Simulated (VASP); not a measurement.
Runs of VASP 6.6.1 on TaN. The structure is that of space group P-6m2 (No. 187), or close to it. The cells are those of the table. 

```csv
cell,gap on the mesh (eV),pressure (GPa)
"a = 3.171, b = 3.171, c = 2.654 Å, angles 90.0, 90.0, 120.0°, 2 atoms",none,-10.8
"a = 2.701, b = 2.701, c = 3.000 Å, angles 90.0, 90.0, 120.0°, 2 atoms",none,(a)
"a = 2.701, b = 2.701, c = 3.115 Å, angles 90.0, 90.0, 120.0°, 2 atoms",none,40.8
"a = 2.936, b = 2.936, c = 2.654 Å, angles 90.0, 90.0, 120.0°, 2 atoms",none,43.1
```

Alike in all rows: task single point; level r2SCAN; potentials or basis VASP PAW PBE potentials, release 64 (Ta_pv, N); no spin polarisation; k mesh 24 × 24 × 20; cutoff (eV) 520; smearing gaussian 0.15 eV.

Fill in the values left out.

(a) 61.1.

Caveats: the PAW data sets were made with another functional, which shifts forces and pressure a little; spin-orbit coupling is left out, which moves the levels of the heavy elements; the cell stands under pressure (at least some runs); the cell stands under tension (at least some runs).

A k mesh can miss the band edges, and the runs leave out spin-orbit coupling on Ta.

A gap of «none» marks levels without a gap at the run's occupations.
